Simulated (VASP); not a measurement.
# Ni (Fm-3m) in VASP: single point with PBE

Aim: the single point of Ni with PBE.

Everything below comes from runs of VASP 6.6.1. Logs are shortened: lines on timing, memory, paths and dates and some standing lists are left out, and cuts for length are marked.

## 1. The cell of the first run

Symmetry: Fm-3m, No. 225, cubic system. The conventional cell has a = 3.518 Å, b = 3.518 Å, c = 3.518 Å, α = 90.00°, β = 90.00°, γ = 90.00°. Within 3.3 Å of Ni (site symmetry m-3m) lie 12 Ni at 2.49 Å.

## 2. Single point, PBE, collinear spin, ferromagnetic start

The input, POSCAR:

```
Ni
1.0
    0.0000000000      1.7592378550      1.7592378550
    1.7592378550      0.0000000000      1.7592378550
    1.7592378550      1.7592378550      0.0000000000
Ni
1
Direct
    0.0000000000      0.0000000000      0.0000000000
```

The input, INCAR.step1:

```
ALGO = Normal
EDIFF = 1E-7
ENCUT = 520
GGA = PE
ISIF = 2
ISMEAR = 0
ISPIN = 2
LASPH = T
LCHARG = T
LMAXMIX = 4
LREAL = F
LWAVE = F
MAGMOM = 0.75
NBANDS = 15
NELM = 150
PREC = Accurate
SIGMA = 0.1
```

The input, KPOINTS.step1:

```
k-points
0
Gamma
  20 20 20
```

The input, INCAR.step2:

```
ALGO = Normal
EDIFF = 1E-7
ENCUT = 520
GGA = PE
ICHARG = 11
ISIF = 2
ISMEAR = -5
ISPIN = 2
LASPH = T
LCHARG = F
LMAXMIX = 4
LORBIT = 10
LREAL = F
LWAVE = F
MAGMOM = 0.75
NBANDS = 15
NEDOS = 1001
NELM = 150
PREC = Accurate
SIGMA = 0.1
```

The input, KPOINTS.step2:

```
k-points
0
Gamma
  30 30 30
```

Potentials or basis: VASP PAW PBE potentials, release 64 (Ni).

Launch:

```
$ cat potpaw_PBE.64/Ni/POTCAR > POTCAR
$ cp INCAR.step1 INCAR
$ cp KPOINTS.step1 KPOINTS
$ mpirun -np 1 vasp_std > vasp.out
$ cp INCAR.step2 INCAR
$ cp KPOINTS.step2 KPOINTS
$ mpirun -np 1 vasp_std > vasp.out
```

OUTCAR:

```text
EDIFF = 1E-7
   ENCUT = 520
   GGA = PE
   ICHARG = 11
   ISIF = 2
   ISMEAR = -5
   ISPIN = 2
   LASPH = T
   LORBIT = 10
   LREAL = F
   NELM = 150
   PREC = Accurate

 ion  position               nearest neighbor table
   1  0.000  0.000  0.000-

  LATTYP: Found a face centered cubic cell.
 ALAT       =     3.5184757100

  Lattice vectors:

 A1 = (   0.0000000000,   1.7592378550,   1.7592378550)
 A2 = (   1.7592378550,   0.0000000000,   1.7592378550)
 A3 = (   1.7592378550,   1.7592378550,   0.0000000000)

Analysis of symmetry for initial positions (statically):
=====================================================================
 Subroutine PRICEL returns:
 Original cell was already a primitive cell.

 Routine SETGRP: Setting up the symmetry group for a
 face centered cubic supercell.

 Subroutine GETGRP returns: Found 48 space group operations
 (whereof 48 operations were pure point group operations)
 out of a pool of 48 trial point group operations.

The static configuration has the point symmetry O_h .

Analysis of symmetry for dynamics (positions and initial velocities):
=====================================================================
 Subroutine PRICEL returns:
 Original cell was already a primitive cell.

 Routine SETGRP: Setting up the symmetry group for a
 face centered cubic supercell.

 Subroutine GETGRP returns: Found 48 space group operations
 (whereof 48 operations were pure point group operations)
 out of a pool of 48 trial point group operations.

The dynamic configuration has the point symmetry O_h .

Analysis of structural, dynamic, and magnetic symmetry:
=====================================================================
 Subroutine PRICEL returns:
 Original cell was already a primitive cell.

 Routine SETGRP: Setting up the symmetry group for a
 face centered cubic supercell.

 Subroutine GETGRP returns: Found 48 space group operations
 (whereof 48 operations were pure point group operations)
 out of a pool of 48 trial point group operations.

The overall configuration has the point symmetry O_h .

 Subroutine INISYM returns: Found 48 space group operations
 (whereof 48 operations are pure point group operations),
 and found     1 'primitive' translations

----------------------------------------------------------------------------------------

                                     Primitive cell

  volume of cell :      10.8894

  direct lattice vectors                    reciprocal lattice vectors
     0.000000000  1.759237855  1.759237855    -0.284213984  0.284213984  0.284213984
     1.759237855  0.000000000  1.759237855     0.284213984 -0.284213984  0.284213984
     1.759237855  1.759237855  0.000000000     0.284213984  0.284213984 -0.284213984

  length of vectors
     2.487938034  2.487938034  2.487938034     0.492273061  0.492273061  0.492273061

  position of ions in fractional coordinates (direct lattice)
     0.000000000  0.000000000  0.000000000

  ion indices of the primitive-cell ions
   primitive index   ion index
                 1           1

----------------------------------------------------------------------------------------

 KPOINTS: k-points

Automatic generation of k-mesh.
 Grid dimensions read from file:
 generate k-points for:   30   30   30

 Generating k-lattice:

  Cartesian coordinates                     Fractional coordinates (reciprocal lattice)
    -0.009473799  0.009473799  0.009473799     0.033333333  0.000000000  0.000000000
     0.009473799 -0.009473799  0.009473799     0.000000000  0.033333333  0.000000000
     0.009473799  0.009473799 -0.009473799     0.000000000  0.000000000  0.033333333

  Length of vectors
     0.016409102  0.016409102  0.016409102

  Shift w.r.t. Gamma in fractional coordinates (k-lattice)
     0.000000000  0.000000000  0.000000000

 TETIRR: Found   3593 inequivalent tetrahedra from   162000

 Subroutine IBZKPT returns following result:
 ===========================================

 Found    752 irreducible k-points:

 Following reciprocal coordinates:
            Coordinates               Weight
  0.000000  0.000000  0.000000      1.000000
  0.033333  0.000000  0.000000      8.000000
  0.066667  0.000000  0.000000      8.000000
  0.100000  0.000000  0.000000      8.000000
  0.133333  0.000000  0.000000      8.000000
  0.166667  0.000000  0.000000      8.000000
[... 16 lines left out ...]
  0.233333  0.033333  0.000000     24.000000
  0.266667  0.033333  0.000000     24.000000
 [... further k-points ...]
   k-points           NKPTS =    752   k-points in BZ     NKDIM =    752   number of bands    NBANDS=     15
   number of dos      NEDOS =   1001   number of ions     NIONS =      1
   total plane-waves  NPLWV =   8000
   dimension x,y,z NGX =    20 NGY =   20 NGZ =   20
   dimension x,y,z NGXF=    40 NGYF=   40 NGZF=   40
   ions per type =               1
   NGX,Y,Z   is equivalent  to a cutoff of  13.36, 13.36, 13.36 a.u.
   NGXF,Y,Z  is equivalent  to a cutoff of  26.73, 26.73, 26.73 a.u.
 SYSTEM =  unknown system
   PREC   = accura    normal or accurate (medium, high low for compatibility)
   ISTART =      0    job   : 0-new  1-cont  2-samecut
   ICHARG =     11    charge: 1-file 2-atom 10-const
   ISPIN  =      2    spin polarized calculation?
   LNONCOLLINEAR =      F non collinear calculations
   LSORBIT =      F    spin-orbit coupling
   LASPH  =      T    aspherical Exc in radial PAW
   ENCUT  =  520.0 eV  38.22 Ry    6.18 a.u.   4.63  4.63  4.63*2*pi/ulx,y,z
   NELM   =    150;   NELMIN=  2; NELMDL=  0     # of ELM steps
   EDIFF  = 0.1E-06   stopping-criterion for ELM
   LREAL  =      F    real-space projection
   EDIFFG = 0.1E-05   stopping-criterion for IOM
   NSW    =      0    number of steps for IOM
   IBRION =     -1    ionic relax: 0-MD 1-quasi-New 2-CG
   NFREE  =      0    steps in history (QN), initial steepest desc. (CG)
   ISIF   =      2    stress and relaxation
   ISYM   =      2    0-nonsym 1-usesym 2-fastsym
   POTIM  = 0.5000    time-step for ionic-motion
   TEBEG  =    0.0;   TEEND  =   0.0 temperature during run
   PSTRESS=    0.0 pullay stress
   NELECT =      10.0000    total number of electrons
   NUPDOWN=      -1.0000    fix difference up-down
   EMIN   =  10.00;   EMAX   =-10.00  energy-range for DOS
   EFERMI =   0.00;   METHOD = LEGACY
   ISMEAR =    -5;   SIGMA  =   0.10  broadening in eV -4-tet -1-fermi 0-gaus
   EFERMI_NEDOS =   21; number of points for ismear=-14 and -15
   IALGO  =     38    algorithm
   IMIX   =      4    mixing-type and parameters
     AMIX     =   0.40;   BMIX     =  1.00
     AMIX_MAG =   1.60;   BMIX_MAG =  1.00
  volume/ion in A,a.u.               =      10.89        73.49
  Fermi-wavevector in a.u.,A,eV,Ry     =   1.591257  3.007039 34.451287  2.532098
  Thomas-Fermi vector in A             =   2.689825
   LORBIT       =     10    0 simple, 1 ext, 2 COOP (PROOUT), +10 PAW based schemes
   GGA     = PE    functional components
   LHFCALC =     F    Hartree Fock is set to
   AEXX    =    0.0000 exact exchange contribution
   IVDW    =     0    specifies the selected vdW correction
   LEPSILON=     F    determine dielectric tensor
   LRPA    =     F    only Hartree local field effects (RPA)
 spin polarized calculation
 Fermi weights with tetrahedron method with Bloechl corrections
  energy-cutoff  :      520.00
  volume of cell :       10.89
 maximum number of plane-waves:       305

 number of electron      10.0000009 magnetization       0.6284068

 Free energy of the ion-electron system (eV)
  ---------------------------------------------------
  ext. energy  EPLUGINS =         0.00000000
  ---------------------------------------------------
  free energy    TOTEN  =        -5.47021234 eV

  energy without entropy =       -5.47021234  energy(sigma->0) =       -5.47021234

 E-fermi :   9.3743     XC(G=0): -13.2505

 val. band max:        9.3982031600   @ k =   0.4000   0.0667   0.0000
 cond. band min:       9.3062677585   @ k =   0.3667   0.3667   0.0000
 fundamental gap:     -0.0919354015
 Fermi energy:         9.3742640825

 spin component 1

 k-point     1 :       0.0000    0.0000    0.0000
  band No.  band energies     occupation
      1       0.3604      1.00000
      2       6.9278      1.00000
      3       6.9278      1.00000
      4       6.9278      1.00000
      5       8.1053      1.00000
      6       8.1053      1.00000
      7      33.0815      0.00000
      8      36.9348      0.00000
      9      36.9348      0.00000
     10      36.9348      0.00000
     11      39.8689      0.00000
     12      39.8689      0.00000
     13      39.8689      0.00000
     14      42.8375      0.00000
     15      49.1241      0.00000

 k-point     2 :       0.0333    0.0000    0.0000
  band No.  band energies     occupation
      1       0.4040      1.00000
      2       6.9164      1.00000
      3       6.9377      1.00000
      4       6.9377      1.00000
      5       8.1010      1.00000
      6       8.1010      1.00000
      7      32.9662      0.00000
      8      36.1768      0.00000
      9      36.8174      0.00000
     10      36.8174      0.00000
     11      40.0377      0.00000
     12      40.0377      0.00000
     13      40.4412      0.00000
     14      43.1467      0.00000
     15      48.5836      0.00000
[... 365 lines left out ...]
      3       7.1639      1.00000
      4       7.1709      1.00000
      5       8.0401      1.00000
      6       8.1898      1.00000
      7      25.2013      0.00000
      8      33.0808      0.00000
      9      33.8598      0.00000
     10      36.4564      0.00000
     11      39.2968      0.00000
     12      41.8450      0.00000
     13      42.0269      0.00000
     14      44.9490      0.00000
     15      47.2260      0.00000

 k-point    24 :       0.2667    0.0333    0.0000
  band No.  band energies     occupation
      1       2.7091      1.00000
      2       6.5899      1.00000
      3       7.1554      1.00000
      4       7.1689      1.00000
      5       8.1189      1.00000
      6       8.2626      1.00000
      7      23.5319      0.00000
      8      32.8024      0.00000
      9      33.6061      0.00000
     10      36.1535      0.00000
     11      38.8633      0.00000
     12      41.1637      0.00000
     13      41.9624      0.00000
     14      45.9651      0.00000
     15      48.1599      0.00000

 [... further k-points ...]

 spin component 2

 k-point     1 :       0.0000    0.0000    0.0000
  band No.  band energies     occupation
      1       0.3244      1.00000
      2       7.6855      1.00000
      3       7.6855      1.00000
      4       7.6855      1.00000
      5       8.6917      1.00000
      6       8.6917      1.00000
      7      32.9168      0.00000
      8      36.9148      0.00000
      9      36.9148      0.00000
     10      36.9148      0.00000
     11      39.9696      0.00000
     12      39.9696      0.00000
     13      39.9696      0.00000
     14      42.7135      0.00000
     15      49.3223      0.00000

 k-point     2 :       0.0333    0.0000    0.0000
  band No.  band energies     occupation
      1       0.3680      1.00000
      2       7.6726      1.00000
      3       7.6959      1.00000
      4       7.6959      1.00000
      5       8.6871      1.00000
      6       8.6871      1.00000
      7      32.8139      0.00000
      8      36.1716      0.00000
      9      36.8074      0.00000
     10      36.8074      0.00000
     11      40.1268      0.00000
     12      40.1268      0.00000
     13      40.5010      0.00000
     14      43.0396      0.00000
     15      48.7629      0.00000
[... 365 lines left out ...]
      3       7.8774      1.00000
      4       7.8898      1.00000
      5       8.6732      1.00000
      6       8.8271      1.00000
      7      25.3201      0.00000
      8      32.9830      0.00000
      9      33.9436      0.00000
     10      36.5111      0.00000
     11      39.2895      0.00000
     12      41.8355      0.00000
     13      42.0178      0.00000
     14      45.0683      0.00000
     15      47.3567      0.00000

 k-point    24 :       0.2667    0.0333    0.0000
  band No.  band energies     occupation
      1       2.7074      1.00000
      2       7.2363      1.00000
      3       7.8423      1.00000
      4       7.8653      1.00000
      5       8.7803      1.00000
      6       8.9258      1.00000
      7      23.6753      0.00000
      8      32.7012      0.00000
      9      33.6942      0.00000
     10      36.2263      0.00000
     11      38.8662      0.00000
     12      41.1699      0.00000
     13      41.9589      0.00000
     14      46.0697      0.00000
     15      48.2664      0.00000

 [... further k-points ...]

------------------------ aborting loop because EDIFF is reached ----------------------------------------

  FORCE on cell =-STRESS in cart. coord.  units (eV):
  Direction    XX          YY          ZZ          XY          YZ          ZX
  --------------------------------------------------------------------------------------
  -------------------------------------------------------------------------------------
  Total        0.0119757      0.0119757      0.0119757     -0.0000000     -0.0000000     -0.0000000
  in kB        1.7620005      1.7620005      1.7620005     -0.0000000     -0.0000000     -0.0000000
  external PRESSURE =       1.7620005 kB  Pullay stress =       0.0000000 kB

 VOLUME and BASIS-vectors are now :
 -----------------------------------------------------------------------------
  energy-cutoff  :      520.00
  volume of cell :       10.89
      direct lattice vectors                 reciprocal lattice vectors
     0.000000000  1.759237855  1.759237855    -0.284213984  0.284213984  0.284213984
     1.759237855  0.000000000  1.759237855     0.284213984 -0.284213984  0.284213984
     1.759237855  1.759237855  0.000000000     0.284213984  0.284213984 -0.284213984

 POSITION                                       TOTAL-FORCE (eV/Angst)
 -----------------------------------------------------------------------------------
      0.00000      0.00000      0.00000        -0.000000     -0.000000      0.000000
 -----------------------------------------------------------------------------------
    total drift:                                0.000000      0.000000      0.000000

  FREE ENERGIE OF THE ION-ELECTRON SYSTEM (eV)
  ---------------------------------------------------
  free  energy   TOTEN  =        -5.4702123357 eV

  energy  without entropy=       -5.4702123357  energy(sigma->0) =       -5.47021234

 total charge

# of ion       s       p       d       tot
------------------------------------------
    1        0.497   0.497   8.314   9.308

 magnetization (x)

# of ion       s       p       d       tot
------------------------------------------
    1       -0.007  -0.025   0.670   0.638
```

Run time: 7.5 min. Hardware: 1 thread of Intel Xeon 8259CL, shared host; peak memory 0.29 GiB.

Results:

```
Net moment                                            : 0.63 μB per cell
Site moments                                          : Ni +0.64 μB
Valence electrons inside the program's atomic spheres : Ni 9.31
```
